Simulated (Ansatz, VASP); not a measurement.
# One calculation of KBr, two programs

The input INCAR:

```
ALGO = Normal
EDIFF = 1E-7
ENCUT = 520
ISIF = 2
ISMEAR = 0
LASPH = T
LCHARG = T
LELF = T
LREAL = F
LVHAR = T
LWAVE = F
NBANDS = 24
NELM = 100
PREC = Accurate
SIGMA = 0.05
```

File KPOINTS:

```
k-points
0
Gamma
  6 6 4
```

POSCAR

```
KBr
1.0
    3.8300121826      0.0000000000      0.0000000000
    0.0000000000      3.8300121826      0.0000000000
    0.0000000000      0.0000000000      7.6600243652
K Br
2 2
Direct
    0.0000000000      0.0000000000     -0.0369711618
    0.0000000000      0.0000000000      0.4630288382
    0.4127417919      0.5000000000      0.2680905784
    0.5872582081      0.5000000000      0.7680905784
```

Input for Ansatz:

```yaml
crystal:
  lattice:
    - [3.8300121826, 0.0, 0.0]
    - [0.0, 3.8300121826, 0.0]
    - [0.0, 0.0, 7.6600243652]
  atoms:
    - { symbol: K, position: [0.0, 0.0, -0.0369711618] }
    - { symbol: K, position: [0.0, 0.0, 0.4630288382] }
    - { symbol: Br, position: [0.4127417919, 0.5, 0.2680905784] }
    - { symbol: Br, position: [0.5872582081, 0.5, 0.7680905784] }
basis:
  ecutwfc: 420
kpoints:
  mp_grid: { grid: [6, 6, 4] }
hamiltonian:
  xc: lda
scf:
  occupations: { method: gaussian, width: 0.05 }
output:
  forces: true
  stress: true
  eigenvalues: true
```

Change from the starting cell: mode 4 frozen in at -0.334 Å and mode 10 at -0.283 Å (largest displacements).

Alike in both runs: task single point; functional LDA; k mesh 6 × 6 × 4; occupations gaussian, width 0.05 eV; no spin polarisation.

```csv
,VASP,Ansatz
version,VASP 6.6.1,Ansatz 0.2.0
potentials or method,"VASP PAW LDA potentials, release 64 (K_sv, Br), cutoff 520 eV","scalar-relativistic, plane waves, PAW"
valence electrons in the cell,32,32
```

```csv
,VASP,Ansatz,Ansatz less VASP
gap on the k mesh at the Fermi level (eV),4.13,4.12,-0.010
least direct gap on the mesh (eV),4.32,4.31,-0.010
pressure (GPa),2.7,2.6,-0.15
"traceless stress, the component that is largest in VASP (GPa)",0.97,0.94,-0.032
rms of the force components (eV/Å),0.531,0.517,-0.0139
```

LDA's correlation is that of Perdew and Zunger in VASP and of Perdew and Wang (1992) in Ansatz. Atom by atom the forces differ by 0.014 eV/Å (rms over components).
